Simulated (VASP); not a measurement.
Runs of VASP 6.6.1 on NaCl. The structure is that of space group Pm-3m (No. 221), or close to it. The cells are those of the table. 

```tsv
level	cell	smearing	gap on the mesh (eV)	pressure (GPa)
PBE	a = 3.533, b = 3.533, c = 3.460 Å, 2 atoms	fermi-dirac 0.02 eV	3.87	-0.1
r2SCAN	a = 3.533, b = 3.533, c = 3.460 Å, 2 atoms	gaussian 0.01 eV	4.70	-1.3
PBE	a = 3.460, b = 3.460, c = 3.629 Å, 2 atoms	fermi-dirac 0.02 eV	3.81	(a)
r2SCAN	a = 3.460, b = 3.460, c = 3.629 Å, 2 atoms	gaussian 0.01 eV	(c)	(b)
```

Alike in all rows: task single point; potentials or basis VASP PAW PBE potentials, release 64 (Na_pv, Cl); no spin polarisation; k mesh 8 × 8 × 8; cutoff (eV) 520.

Problem. Estimate the missing entries.

Solution. (a) -0.2; (b) -1.4; (c) 4.63.

Caveats: the PAW data sets were made with another functional, which shifts forces and pressure a little (some runs).

A k mesh can miss the band edges.
